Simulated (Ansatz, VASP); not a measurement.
## BN: VASP beside Ansatz

INCAR

```
SYSTEM = BN
ALGO = Normal ; EDIFF = 1E-7
ENCUT = 520 ; ISIF = 2
ISMEAR = -1 ; LASPH = .True.
LCHARG = .True. ; LELF = .True.
LREAL = .False. ; LVHAR = .True.
LWAVE = .False. ; NBANDS = 11
NELM = 100 ; PREC = Accurate
SIGMA = 0.05
```

KPOINTS

```
k-points
0
Gamma
  13 13 13
  0 0 0
```

POSCAR

```
BN
1.0
    0.0000000000      3.4480760414      2.1368161481
    1.2347160791      0.0000000000      2.1368161481
    1.2347160791      3.4480760414      0.0000000000
N B
1 1
Direct
    0.6666513400      0.6666513400      0.3333486600
    0.0000486500      0.0000486500      0.9999513500
```

The input input.yaml:

```yaml
crystal:
  lattice:
    - [0.0, 3.4480760414, 2.1368161481]
    - [1.2347160791, 0.0, 2.1368161481]
    - [1.2347160791, 3.4480760414, 0.0]
  atoms:
    - { symbol: "N", position: [0.66665134, 0.66665134, 0.33334866] }
    - { symbol: B, position: [4.865e-05, 4.865e-05, 0.99995135] }
kpoints:
  mp_grid: { grid: [13, 13, 13] }
scf:
  occupations: { method: fermi_dirac, width: 0.05 }
hamiltonian:
  xc: lda
  pseudopotentials: { kind: all_electron, lapw: { basis_error: 0.001 } }
output:
  forces: true
  stress: true
  eigenvalues: true
```

Change from the starting cell: volume scaled by 0.96.

Alike in both runs: task single point; functional LDA; k mesh 13 × 13 × 13; occupations fermi-dirac, width 0.05 eV; no spin polarisation.

|  | VASP | Ansatz |
| --- | --- | --- |
| version | VASP 6.6.1 | Ansatz 0.2.0 |
| potentials or method | VASP PAW LDA potentials, release 64 (N, B), cutoff 520 eV | all-electron LAPW, scalar-relativistic |

VASP gave:

- gap on the k mesh at the Fermi level (eV): 3.71
- least direct gap on the mesh (eV): 4.60
- pressure (GPa): 6.1
- traceless stress, the component that is largest in VASP (GPa): -7.25
- rms of the force components (eV/Å): 0.007

Q: Estimate Ansatz's values.

A: gap on the k mesh at the Fermi level (eV): 3.72; least direct gap on the mesh (eV): 4.61; pressure (GPa): 5.8; traceless stress, the component that is largest in VASP (GPa): -6.77; rms of the force components (eV/Å): 0.007.

LDA's correlation is that of Perdew and Zunger in VASP and of Perdew and Wang (1992) in Ansatz. Atom by atom the forces differ by 0.000 eV/Å (rms over components). Ansatz ran all-electron here, and VASP with PAW potentials.
